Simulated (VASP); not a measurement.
Runs of VASP 6.6.1 on K2S. The structure is that of space group Fm-3m (No. 225), or close to it. The cells are those of the table. 

| task | cell | k mesh | smearing | gap on the mesh (eV) | pressure (GPa) |
| --- | --- | --- | --- | --- | --- |
| relaxation of cell and atoms | relaxed to 15 GPa from a = 5.187 Å, angles 60.0, 60.0, 90.0°, 3 atoms | 6 × 6 × 6 | gaussian 0.01 eV | 3.17 | 15.0 |
| relaxation of cell and atoms | relaxed to 7 GPa from a = 5.187 Å, angles 60.0, 60.0, 90.0°, 3 atoms | 6 × 6 × 6 | gaussian 0.01 eV | 2.86 | 7.0 |
| single point | a = 5.187 Å, angles 60.0, 60.0, 90.0°, 3 atoms | 10 × 10 × 10 | fermi-dirac 0.1 eV | (b) | (a) |
| relaxation of cell and atoms | relaxed to 10 GPa from a = 5.187 Å, angles 60.0, 60.0, 90.0°, 3 atoms | 6 × 6 × 6 | gaussian 0.01 eV | 3.00 | 10.0 |

Alike in all rows: level PBEsol; potentials or basis VASP PAW PBE potentials, release 64 (K_sv, S); no spin polarisation; cutoff (eV) 500.

Estimate the missing entries.

(a) 0.1; (b) 2.35.

Caveats: the PAW data sets were made with another functional, which shifts forces and pressure a little; the cell is relaxed towards a set pressure, so the run minimises the enthalpy, not the energy (at least some runs).

A k mesh can miss the band edges.
